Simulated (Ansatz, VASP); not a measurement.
## Si3Ag: VASP beside Ansatz

```
CELL_PARAMETERS angstrom
0.00000 3.19354 3.19354
3.19354 0.00000 3.19354
3.19354 3.19354 0.00000
ATOMIC_POSITIONS crystal
Si 0.50000 0.50000 0.50000
Si 0.25000 0.25000 0.25000
Si 0.75000 0.75000 0.75000
Ag 0.00000 0.00000 0.00000
```

Change from the starting cell: species swapped into the Li3Pb type (Fm-3m, No. 225).

Alike in both runs: functional PBE; k mesh 12 × 12 × 12; occupations gaussian, width 0.1 eV; no spin polarisation.

Ansatz relaxed the structure, and its values are those at the end. VASP's run is a single point on that final structure, the one shown.

```csv
,VASP,Ansatz
version,VASP 6.6.1,Ansatz 0.2.0
potentials or method,"VASP PAW PBE potentials, release 64 (Si, Ag), cutoff 520 eV","scalar-relativistic, plane waves, PAW"
valence electrons in the cell,23,31
```

|  | VASP | Ansatz | Ansatz less VASP |
| --- | --- | --- | --- |
| gap on the k mesh at the Fermi level (eV) | none | none | - |
| pressure (GPa) | 0.0 | 0.0 | +0.05 |

A gap of «none» marks a metal or a gap that the smearing closes. VASP's potentials hold 23 valence electrons a cell and Ansatz's 31, so a difference there can come from the potentials and not from the codes.
